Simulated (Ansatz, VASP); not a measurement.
## One calculation of NaI, two programs

```
Na I
1.0
     0.00000    3.39898    3.39898
     3.39898    0.00000    3.39898
     3.39898    3.39898    0.00000
Na I
1 1
Direct
  0.00000 0.00000 0.00000
  0.25000 0.25000 0.25000
```

Change from the starting cell: hydrostatic strain -4.1%.

Alike in both runs: task single point; functional HSE06; k mesh 4 × 4 × 4; no spin polarisation.

|  | VASP | Ansatz |
| --- | --- | --- |
| version | VASP 6.6.1 | Ansatz 0.2.0 |
| potentials or method | VASP PAW PBE potentials, release 64 (Na_pv, I) | plane waves, PAW |
| plane-wave cutoff (eV) | 520 | 420 |
| occupations | gaussian, width 0.01 eV | fixed |
| valence electrons in the cell | 14 | 26 |

```tsv
	VASP	Ansatz	Ansatz less VASP
gap on the k mesh at the Fermi level (eV)	5.03	5.05	+0.018
pressure (GPa)	2.2	2.2	-0.02
```

VASP's potentials hold 14 valence electrons a cell and Ansatz's 26, so a difference there can come from the potentials and not from the codes. Ansatz's warnings: stress exchange threshold loose, stress scf threshold loose.

Neither program's run includes spin-orbit coupling.
